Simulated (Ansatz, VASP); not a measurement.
## Al2Cu in VASP and in Ansatz

The input POSCAR:

```
Al2Cu
1.0
   -1.9665367913      1.9665367913      2.9529971388
    1.9665367913     -1.9665367913      2.9529971388
    1.9665367913      1.9665367913     -2.9529971388
Al Cu
2 1
Direct
    0.7500000000      0.2500000000      0.5000000000
    0.2500000000      0.7500000000      0.5000000000
    0.5000000000      0.5000000000      0.0000000000
```

File INCAR.step1:

```
SYSTEM = Al2Cu
ALGO = Normal ; EDIFF = 1E-4
ENCUT = 520 ; GGA = PE
ISMEAR = 0 ; LASPH = .True.
LCHARG = .False. ; LREAL = .False.
LWAVE = .True. ; NBANDS = 16
NELM = 60 ; PREC = Accurate
SIGMA = 0.15
```

File INCAR.step2:

```
SYSTEM = Al2Cu
ALGO = Normal ; EDIFF = 1E-6
ENCUT = 520 ; ISIF = 2
ISMEAR = 0 ; ISTART = 1
LASPH = .True. ; LCHARG = .False.
LMIXTAU = .True. ; LREAL = .False.
LWAVE = .False. ; METAGGA = R2SCAN
NBANDS = 16 ; NELM = 60
PREC = Accurate ; SIGMA = 0.15
```

KPOINTS

```
k-points
0
Gamma
  16 16 16
  0 0 0
```

Input for Ansatz:

```yaml
crystal:
  lattice:
    - [-1.9665367913, 1.9665367913, 2.9529971388]
    - [1.9665367913, -1.9665367913, 2.9529971388]
    - [1.9665367913, 1.9665367913, -2.9529971388]
  atoms:
    - { symbol: Al, position: [0.75, 0.25, 0.5] }
    - { symbol: Al, position: [0.25, 0.75, 0.5] }
    - { symbol: Cu, position: [0.5, 0.5, 0.0] }
basis:
  ecutwfc: 500
kpoints:
  mp_grid: { grid: [16, 16, 16] }
hamiltonian:
  xc: r2scan
scf:
  occupations: { method: gaussian, width: 0.15 }
output:
  forces: true
  stress: true
  eigenvalues: true
```

Change from the starting cell: strain -0.030 along x and y, +0.030 along z, atoms carried along.

Alike in both runs: task single point; functional r2SCAN; k mesh 16 × 16 × 16; occupations gaussian, width 0.15 eV; no spin polarisation.

|  | VASP | Ansatz |
| --- | --- | --- |
| version | VASP 6.6.1 | Ansatz 0.2.0 |
| potentials or method | VASP PAW PBE potentials, release 64 (Al, Cu), cutoff 520 eV | scalar-relativistic, plane waves, PAW |
| valence electrons in the cell | 17 | 25 |

Ansatz gave:

- gap on the k mesh at the Fermi level (eV): none
- pressure (GPa): 3.8
- traceless stress, the component that is largest in VASP (GPa): -4.29

Task: Estimate VASP's values.

Result: gap on the k mesh at the Fermi level (eV): none; pressure (GPa): 3.6; traceless stress, the component that is largest in VASP (GPa): -4.26.

VASP's potentials were made for PBE, not for r2SCAN. A gap of «none» marks a metal or a gap that the smearing closes. The functional is the same, so the differences come from potentials, cutoffs and numerics. VASP's potentials hold 17 valence electrons a cell and Ansatz's 25, so a difference there can come from the potentials and not from the codes.
